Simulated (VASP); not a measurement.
# LiF in VASP: a series of runs

LiF is run at these levels: PBE, r2SCAN; tasks: single point.

Everything below comes from runs of VASP 6.6.1. Logs are shortened: lines on timing, memory, paths and dates and some standing lists are left out, and cuts for length are marked.

## Step 1: The cell of the first run

Symmetry: I4/mmm, No. 139, tetragonal system. Conventional cell: a = 2.789 Å, b = 2.789 Å, c = 4.022 Å, α = 90.00°, β = 90.00°, γ = 90.00°. Li (site symmetry 4/mmm) has 6 F at 1.97 to 2.01 Å within 2.6 Å. F (site symmetry 4/mmm) has 6 Li at 1.97 to 2.01 Å within 2.6 Å.

## Step 2: Single point, PBE (epitaxial xy strain -1.1%)

INCAR

```
SYSTEM = LiF
PREC = Accurate ; ENCUT = 520
EDIFF = 1E-6 ; ISMEAR = -1
SIGMA = 0.02 ; LREAL = .False.
LASPH = .True. ; NELM = 100
ALGO = Normal ; ISIF = 2
LWAVE = .False. ; LCHARG = .False.
GGA = PE ; NBANDS = 12
```

KPOINTS

```
Automatic mesh
0
Gamma
  10 10 10
  0 0 0
```

POSCAR

```
LiF
1.0
    0.0000000000      1.9721276811      2.0110915263
    1.9721276811      0.0000000000      2.0110915263
    1.9721276811      1.9721276811      0.0000000000
Li F
1 1
Direct
    0.0000000000      0.0000000000      0.0000000000
    0.5000000000      0.5000000000      0.5000000000
```

Potentials or basis: VASP PAW PBE potentials, release 64 (Li_sv, F).

Command:

```
$ cat potpaw_PBE.64/Li_sv/POTCAR potpaw_PBE.64/F/POTCAR > POTCAR
$ mpirun -np 1 vasp_std > vasp.out
```

OUTCAR:

```text
SYSTEM = LiF
   PREC = Accurate
   ENCUT = 520
   EDIFF = 1E-6
   ISMEAR = -1
   LREAL = .False.
   LASPH = .True.
   NELM = 100
   ISIF = 2
   GGA = PE

 ion  position               nearest neighbor table
   1  0.000  0.000  0.000-   2 1.97   2 1.97   2 1.97   2 1.97   2 2.01   2 2.01
   2  0.500  0.500  0.500-   1 1.97   1 1.97   1 1.97   1 1.97   1 2.01   1 2.01

  LATTYP: Found a body centered tetragonal cell.
 ALAT       =     2.7890097133
 C/A-ratio  =     1.4421545516

  Lattice vectors:

 A1 = (  -1.9721276811,   0.0000000000,   2.0110915263)
 A2 = (   1.9721276811,   0.0000000000,   2.0110915263)
 A3 = (   0.0000000000,   1.9721276811,  -2.0110915263)

Analysis of symmetry for initial positions (statically):
=====================================================================
 Subroutine PRICEL returns:
 Original cell was already a primitive cell.

 Routine SETGRP: Setting up the symmetry group for a
 body centered tetragonal supercell.

 Subroutine GETGRP returns: Found 16 space group operations
 (whereof 16 operations were pure point group operations)
 out of a pool of 16 trial point group operations.

The static configuration has the point symmetry D_4h.

Analysis of symmetry for dynamics (positions and initial velocities):
=====================================================================
 Subroutine PRICEL returns:
 Original cell was already a primitive cell.

 Routine SETGRP: Setting up the symmetry group for a
 body centered tetragonal supercell.

 Subroutine GETGRP returns: Found 16 space group operations
 (whereof 16 operations were pure point group operations)
 out of a pool of 16 trial point group operations.

The dynamic configuration has the point symmetry D_4h.

 Subroutine INISYM returns: Found 16 space group operations
 (whereof 16 operations are pure point group operations),
 and found     1 'primitive' translations

----------------------------------------------------------------------------------------

                                     Primitive cell

  volume of cell :      15.6434

  direct lattice vectors                    reciprocal lattice vectors
     0.000000000  1.972127681  2.011091526    -0.253533280  0.253533280  0.248621206
     1.972127681  0.000000000  2.011091526     0.253533280 -0.253533280  0.248621206
     1.972127681  1.972127681  0.000000000     0.253533280  0.253533280 -0.248621206

  length of vectors
     2.816696064  2.816696064  2.789009713     0.436314969  0.436314969  0.436314969

  position of ions in fractional coordinates (direct lattice)
     0.000000000  0.000000000  0.000000000
     0.500000000  0.500000000  0.500000000

  ion indices of the primitive-cell ions
   primitive index   ion index
                 1           1
                 2           2

----------------------------------------------------------------------------------------

 KPOINTS: Automatic mesh

Automatic generation of k-mesh.
 Grid dimensions read from file:
 generate k-points for:   10   10   10

 Generating k-lattice:

  Cartesian coordinates                     Fractional coordinates (reciprocal lattice)
    -0.025353328  0.025353328  0.024862121     0.100000000  0.000000000  0.000000000
     0.025353328 -0.025353328  0.024862121     0.000000000  0.100000000  0.000000000
     0.025353328  0.025353328 -0.024862121     0.000000000  0.000000000  0.100000000

  Length of vectors
     0.043631497  0.043631497  0.043631497

  Shift w.r.t. Gamma in fractional coordinates (k-lattice)
     0.000000000  0.000000000  0.000000000

 Subroutine IBZKPT returns following result:
 ===========================================

 Found    102 irreducible k-points:

 Following reciprocal coordinates:
            Coordinates               Weight
  0.000000  0.000000  0.000000      1.000000
  0.100000  0.000000  0.000000      8.000000
  0.200000  0.000000  0.000000      8.000000
  0.300000  0.000000  0.000000      8.000000
  0.400000  0.000000  0.000000      8.000000
  0.500000 -0.000000  0.000000      4.000000
[... 16 lines left out ...]
  0.300000  0.300000  0.000000      2.000000
  0.400000  0.300000  0.000000      8.000000
 [... further k-points ...]
   k-points           NKPTS =    102   k-points in BZ     NKDIM =    102   number of bands    NBANDS=     12
   number of dos      NEDOS =    301   number of ions     NIONS =      2
   total plane-waves  NPLWV =  13824
   dimension x,y,z NGX =    24 NGY =   24 NGZ =   24
   dimension x,y,z NGXF=    48 NGYF=   48 NGZF=   48
   ions per type =               1   1
   NGX,Y,Z   is equivalent  to a cutoff of  14.17, 14.17, 14.31 a.u.
   NGXF,Y,Z  is equivalent  to a cutoff of  28.33, 28.33, 28.61 a.u.
 SYSTEM =  LiF
   PREC   = accura    normal or accurate (medium, high low for compatibility)
   ISTART =      0    job   : 0-new  1-cont  2-samecut
   ICHARG =      2    charge: 1-file 2-atom 10-const
   ISPIN  =      1    spin polarized calculation?
   LNONCOLLINEAR =      F non collinear calculations
   LSORBIT =      F    spin-orbit coupling
   LASPH  =      T    aspherical Exc in radial PAW
   ENCUT  =  520.0 eV  38.22 Ry    6.18 a.u.   5.24  5.24  5.19*2*pi/ulx,y,z
   NELM   =    100;   NELMIN=  2; NELMDL= -5     # of ELM steps
   EDIFF  = 0.1E-05   stopping-criterion for ELM
   LREAL  =      F    real-space projection
   EDIFFG = 0.1E-04   stopping-criterion for IOM
   NSW    =      0    number of steps for IOM
   IBRION =     -1    ionic relax: 0-MD 1-quasi-New 2-CG
   NFREE  =      0    steps in history (QN), initial steepest desc. (CG)
   ISIF   =      2    stress and relaxation
   ISYM   =      2    0-nonsym 1-usesym 2-fastsym
   POTIM  = 0.5000    time-step for ionic-motion
   TEBEG  =    0.0;   TEEND  =   0.0 temperature during run
   PSTRESS=    0.0 pullay stress
   NELECT =      10.0000    total number of electrons
   NUPDOWN=      -1.0000    fix difference up-down
   EMIN   =  10.00;   EMAX   =-10.00  energy-range for DOS
   EFERMI =   0.00;   METHOD = LEGACY
   ISMEAR =    -1;   SIGMA  =   0.02  broadening in eV -4-tet -1-fermi 0-gaus
   EFERMI_NEDOS =   21; number of points for ismear=-14 and -15
   IALGO  =     38    algorithm
   IMIX   =      4    mixing-type and parameters
     AMIX     =   0.40;   BMIX     =  1.00
     AMIX_MAG =   1.60;   BMIX_MAG =  1.00
  volume/ion in A,a.u.               =       7.82        52.78
  Fermi-wavevector in a.u.,A,eV,Ry     =   1.410255  2.664995 27.059513  1.988818
  Thomas-Fermi vector in A             =   2.532227
   LORBIT       =      0    0 simple, 1 ext, 2 COOP (PROOUT), +10 PAW based schemes
   GGA     = PE    functional components
[... 5 lines left out ...]
 non-spin polarized calculation
  energy-cutoff  :      520.00
  volume of cell :       15.64
 maximum number of plane-waves:       436
 NGX is ok and might be reduce to    24
   NGX = 11   NGY = 11   NGZ = 11

 number of electron      10.0000000 magnetization

 number of electron       9.9999998 magnetization

 Free energy of the ion-electron system (eV)
  ---------------------------------------------------
  ext. energy  EPLUGINS =         0.00000000
  ---------------------------------------------------
  free energy    TOTEN  =        -9.61924940 eV

  energy without entropy =       -9.61924940  energy(sigma->0) =       -9.61924940

 E-fermi :  -0.0985     XC(G=0): -10.1955

 val. band max:       -0.7190167900   @ k =   0.0000   0.0000   0.0000
 cond. band min:       8.7382447464   @ k =   0.0000   0.0000   0.0000
 fundamental gap:      9.4572615364
 Fermi energy:        -0.0984819888

 k-point     1 :       0.0000    0.0000    0.0000
  band No.  band energies     occupation
      1     -41.5752      2.00000
      2     -20.8449      2.00000
      3      -0.7640      2.00000
      4      -0.7640      2.00000
      5      -0.7190      2.00000
      6       8.7382      0.00000
      7      23.4875      0.00000
      8      23.8970      0.00000
      9      23.9624      0.00000
     10      23.9624      0.00000
     11      24.0703      0.00000
     12      24.0704      0.00000

 k-point     2 :       0.1000    0.0000    0.0000
  band No.  band energies     occupation
      1     -41.5685      2.00000
      2     -20.8035      2.00000
      3      -1.0513      2.00000
      4      -0.7849      2.00000
      5      -0.7607      2.00000
      6       9.0280      0.00000
      7      20.9475      0.00000
      8      22.2983      0.00000
      9      22.6211      0.00000
     10      25.0319      0.00000
     11      25.1764      0.00000
     12      25.2733      0.00000

 k-point     3 :       0.2000    0.0000    0.0000
  band No.  band energies     occupation
      1     -41.5509      2.00000
      2     -20.6918      2.00000
      3      -1.7732      2.00000
      4      -0.8382      2.00000
      5      -0.8340      2.00000
      6       9.6618      0.00000
      7      18.4503      0.00000
      8      20.7338      0.00000
      9      21.0947      0.00000
     10      26.2049      0.00000
     11      26.5088      0.00000
     12      26.5349      0.00000
[... 286 lines left out ...]
 k-point    23 :       0.3000    0.3000    0.0000
  band No.  band energies     occupation
      1     -41.5186      2.00000
      2     -20.3994      2.00000
      3      -2.7763      2.00000
      4      -1.4333      2.00000
      5      -1.4333      2.00000
      6      11.8348      0.00000
      7      17.5726      0.00000
      8      18.6467      0.00000
      9      20.3668      0.00000
     10      20.3669      0.00000
     11      34.5550      0.00000
     12      34.8687      0.00000

 k-point    24 :       0.4000    0.3000    0.0000
  band No.  band energies     occupation
      1     -41.5057      2.00000
      2     -20.2813      2.00000
      3      -3.2166      2.00000
      4      -1.6566      2.00000
      5      -1.5299      2.00000
      6      12.6218      0.00000
      7      16.4546      0.00000
      8      18.1815      0.00000
      9      20.1049      0.00000
     10      21.1774      0.00000
     11      34.0198      0.00000
     12      35.1224      0.00000

 [... further k-points ...]

------------------------ aborting loop because EDIFF is reached ----------------------------------------

  FORCE on cell =-STRESS in cart. coord.  units (eV):
  Direction    XX          YY          ZZ          XY          YZ          ZX
  --------------------------------------------------------------------------------------
  -------------------------------------------------------------------------------------
  Total        0.5827743      0.5827743      0.3921802      0.0000000      0.0000000      0.0000000
  in kB       59.6869046     59.6869046     40.1665338      0.0000000      0.0000000      0.0000000
  external PRESSURE =      53.1801143 kB  Pullay stress =       0.0000000 kB

 VOLUME and BASIS-vectors are now :
 -----------------------------------------------------------------------------
  energy-cutoff  :      520.00
  volume of cell :       15.64
      direct lattice vectors                 reciprocal lattice vectors
     0.000000000  1.972127681  2.011091526    -0.253533280  0.253533280  0.248621206
     1.972127681  0.000000000  2.011091526     0.253533280 -0.253533280  0.248621206
     1.972127681  1.972127681  0.000000000     0.253533280  0.253533280 -0.248621206

 POSITION                                       TOTAL-FORCE (eV/Angst)
 -----------------------------------------------------------------------------------
      0.00000      0.00000      0.00000         0.000000      0.000000      0.000000
      1.97213      1.97213      2.01109        -0.000000     -0.000000      0.000000
 -----------------------------------------------------------------------------------
    total drift:                               -0.000000     -0.000000      0.000000

  FREE ENERGIE OF THE ION-ELECTRON SYSTEM (eV)
  ---------------------------------------------------
  free  energy   TOTEN  =        -9.6192494009 eV

  energy  without entropy=       -9.6192494009  energy(sigma->0) =       -9.61924940
```

It took 16 s on 1 thread of Intel Xeon Platinum 8375C at 2.90GHz (Ice Lake), shared host; peak memory 0.14 GiB.

What came out:

| Quantity | Value |
| --- | --- |
| Free energy | -9.6192 eV |
| Band gap on the k mesh | 9.46 eV |

Caveat: the cell differs from its parent crystal (epitaxial xy strain -1.1%); the cutoff is under 1.25 times the usual one of these potentials, so pressure, stress and relaxed cells hold a basis-set (Pulay) error.

## Step 3: Single point, r2SCAN (epitaxial xy strain -1.1%)

POSCAR is that of step 2.

INCAR.step1

```
PREC = Accurate ; ENCUT = 520
ISMEAR = 0 ; SIGMA = 0.01
LREAL = F ; LASPH = T
NELM = 80 ; NBANDS = 12
GGA = PE ; ALGO = Normal
EDIFF = 1E-4 ; LWAVE = T
LCHARG = F
```

INCAR.step2

```
PREC = Accurate ; ENCUT = 520
EDIFF = 1E-7 ; ISMEAR = 0
SIGMA = 0.01 ; LREAL = F
LASPH = T ; NELM = 80
ALGO = Normal ; ISIF = 2
LWAVE = F ; LCHARG = F
METAGGA = R2SCAN ; LMIXTAU = T
NBANDS = 12 ; ISTART = 1
```

KPOINTS

```
regular mesh
0
Gamma
  10 10 10
```

Potentials or basis: VASP PAW PBE potentials, release 64 (Li_sv, F).

Command:

```
$ cat potpaw_PBE.64/Li_sv/POTCAR potpaw_PBE.64/F/POTCAR > POTCAR
$ cp INCAR.step1 INCAR
$ mpirun -np 1 vasp_std > vasp.out
$ cp INCAR.step2 INCAR
$ mpirun -np 1 vasp_std > vasp.out
```

It took 65 s on 1 thread of Intel Xeon Platinum 8375C at 2.90GHz (Ice Lake), shared host; peak memory 0.15 GiB.

The run converged. Its results:

- Free energy: -11.9011 eV
- Band gap on the k mesh: 10.67 eV

Levels at points of the mesh, in eV from the valence-band top:
```
           k point  band 1  band 2  band 3  band 4  band 5  band 6  band 7  band 8  band 9  band 10
(0.00, 0.00, 0.00)  -42.01  -21.25   -0.04   -0.04    0.00   10.67   25.79   25.95   25.95    26.33
(0.50, 0.00, 0.00)  -41.94  -20.80   -2.65   -0.31   -0.26   12.05   18.66   20.59   20.98    32.94
(0.50, 0.50, 0.00)  -41.93  -20.53   -3.24   -1.06   -1.06   16.22   17.82   19.66   22.66    22.66
(0.50, 0.00, 0.50)  -41.92  -20.50   -3.22   -1.19   -1.06   16.60   17.54   19.66   22.18    22.53
```

Caveat: the cell differs from its parent crystal (epitaxial xy strain -1.1%); the cutoff is under 1.25 times the usual one of these potentials, so pressure, stress and relaxed cells hold a basis-set (Pulay) error; the PAW data sets were made with another functional, which shifts forces and pressure a little.

## Step 4: Single point, PBE (shear xy strain +0.5%)

INCAR

```
PREC = Accurate
ENCUT = 520
EDIFF = 1E-7
ISMEAR = -1
SIGMA = 0.02
LREAL = False
LASPH = True
NELM = 80
ALGO = Normal
ISIF = 2
LWAVE = False
LCHARG = True
GGA = PE
LELF = True
LVHAR = True
NBANDS = 12
```

KPOINTS is that of step 3.

POSCAR

```
LiF
1.0
    0.0045881991      1.9948691899      1.9948691899
    1.9948691899      0.0045881991      1.9948691899
    1.9994573890      1.9994573890      0.0000000000
Li F
1 1
Direct
    0.0000000000      0.0000000000      0.0000000000
    0.5000000000      0.5000000000      0.5000000000
```

Command:

```
$ cat potpaw_PBE.64/Li_sv/POTCAR potpaw_PBE.64/F/POTCAR > POTCAR
$ mpirun -np 1 vasp_std > vasp.out
```

Wall time 24 s (1 thread of Intel Xeon Platinum 8375C at 2.90GHz (Ice Lake), shared host); peak memory 0.15 GiB.

Results (log left out):

| Quantity | Value |
| --- | --- |
| Free energy | -9.6280 eV |
| Band gap on the k mesh | 9.34 eV |

Levels at points of the mesh, in eV from the valence-band top:
| k point | band 2 | band 3 | band 4 | band 5 | band 6 | band 7 | band 8 | band 9 |
| --- | --- | --- | --- | --- | --- | --- | --- | --- |
| (0.00, 0.00, 0.00) | -20.07 | -0.03 | -0.01 | 0.00 | 9.34 | 24.31 | 24.34 | 24.36 |
| (0.50, 0.00, 0.00) | -19.61 | -2.61 | -0.26 | -0.25 | 10.90 | 17.10 | 19.06 | 19.10 |
| (0.50, 0.50, 0.00) | -19.32 | -3.14 | -1.07 | -1.03 | 15.07 | 16.59 | 17.79 | 20.52 |
| (0.00, 0.00, 0.50) | -19.62 | -2.62 | -0.25 | -0.24 | 10.92 | 17.04 | 19.12 | 19.16 |
| (0.50, 0.00, 0.50) | -19.32 | -3.14 | -1.05 | -1.05 | 15.07 | 16.60 | 17.79 | 20.57 |

Caveat: the cell differs from its parent crystal (shear xy strain +0.5%); the cutoff is under 1.25 times the usual one of these potentials, so pressure, stress and relaxed cells hold a basis-set (Pulay) error. A k mesh can miss the band edges.

## Step 5: Single point, r2SCAN (shear xy strain +0.5%)

POSCAR is that of step 4.

INCAR.step1

```
PREC     = Accurate       # precision mode
ENCUT    = 520            # plane-wave cutoff, eV
ISMEAR   = 0              # smearing method
SIGMA    = 0.01           # smearing width, eV
LREAL    = F              # projectors in reciprocal space
LASPH    = T              # aspherical terms in the spheres
NELM     = 60             # most SCF steps
NBANDS   = 12             # bands
GGA      = PE             # functional
ALGO     = Normal         # electronic algorithm
EDIFF    = 1E-4           # SCF threshold, eV
LWAVE    = T              # write WAVECAR
LCHARG   = F              # write CHGCAR
```

INCAR.step2

```
PREC     = Accurate       # precision mode
ENCUT    = 520            # plane-wave cutoff, eV
EDIFF    = 1E-7           # SCF threshold, eV
ISMEAR   = 0              # smearing method
SIGMA    = 0.01           # smearing width, eV
LREAL    = F              # projectors in reciprocal space
LASPH    = T              # aspherical terms in the spheres
NELM     = 60             # most SCF steps
ALGO     = Normal         # electronic algorithm
ISIF     = 2              # what is computed and relaxed
LWAVE    = F              # write WAVECAR
LCHARG   = F              # write CHGCAR
METAGGA  = R2SCAN         # meta-GGA
LMIXTAU  = T            
NBANDS   = 12             # bands
ISTART   = 1
```

KPOINTS is that of step 4.

Command:

```
$ cat potpaw_PBE.64/Li_sv/POTCAR potpaw_PBE.64/F/POTCAR > POTCAR
$ cp INCAR.step1 INCAR
$ mpirun -np 1 vasp_std > vasp.out
$ cp INCAR.step2 INCAR
$ mpirun -np 1 vasp_std > vasp.out
```

It took 1.8 min on 1 thread of Intel Xeon Platinum 8375C at 2.90GHz (Ice Lake), shared host; peak memory 0.16 GiB.

The run converged. Its results:

```
Free energy            : -11.9031 eV
Band gap on the k mesh : 10.54 eV
```

Levels at points of the mesh, in eV from the valence-band top:
| k point | band 2 | band 3 | band 4 | band 5 | band 6 | band 7 | band 8 | band 9 |
| --- | --- | --- | --- | --- | --- | --- | --- | --- |
| (0.00, 0.00, 0.00) | -21.19 | -0.03 | -0.01 | 0.00 | 10.54 | 25.68 | 25.76 | 25.84 |
| (0.50, 0.00, 0.00) | -20.75 | -2.59 | -0.28 | -0.27 | 11.97 | 18.51 | 20.61 | 20.65 |
| (0.50, 0.50, 0.00) | -20.48 | -3.14 | -1.09 | -1.04 | 16.33 | 17.57 | 19.48 | 22.23 |
| (0.00, 0.00, 0.50) | -20.76 | -2.59 | -0.26 | -0.25 | 11.99 | 18.46 | 20.68 | 20.72 |
| (0.50, 0.00, 0.50) | -20.48 | -3.14 | -1.06 | -1.06 | 16.33 | 17.57 | 19.48 | 22.27 |

Caveat: the cell differs from its parent crystal (shear xy strain +0.5%); the cutoff is under 1.25 times the usual one of these potentials, so pressure, stress and relaxed cells hold a basis-set (Pulay) error; the PAW data sets were made with another functional, which shifts forces and pressure a little.

## Step 6: Overview

| level | cell | smearing | gap on the mesh (eV) |
| --- | --- | --- | --- |
| PBE | a = 2.817, b = 2.817, c = 2.789 Å, angles 60.3, 60.3, 59.4°, 2 atoms | fermi-dirac 0.02 eV | 9.46 |
| r2SCAN | a = 2.817, b = 2.817, c = 2.789 Å, angles 60.3, 60.3, 59.4°, 2 atoms | gaussian 0.01 eV | 10.67 |
| PBE | a = 2.821, b = 2.821, c = 2.828 Å, angles 59.9, 59.9, 59.8°, 2 atoms | fermi-dirac 0.02 eV | 9.34 |
| r2SCAN | a = 2.821, b = 2.821, c = 2.828 Å, angles 59.9, 59.9, 59.8°, 2 atoms | gaussian 0.01 eV | 10.54 |

Alike in all rows: task single point; potentials or basis VASP PAW PBE potentials, release 64 (Li_sv, F); no spin polarisation; k mesh 10 × 10 × 10; cutoff (eV) 520.

Caveats: the cutoff is under 1.25 times the usual one of these potentials, so pressure, stress and relaxed cells hold a basis-set (Pulay) error; the PAW data sets were made with another functional, which shifts forces and pressure a little (at least some runs).

Absolute energies hang on the potentials; compare differences alone.
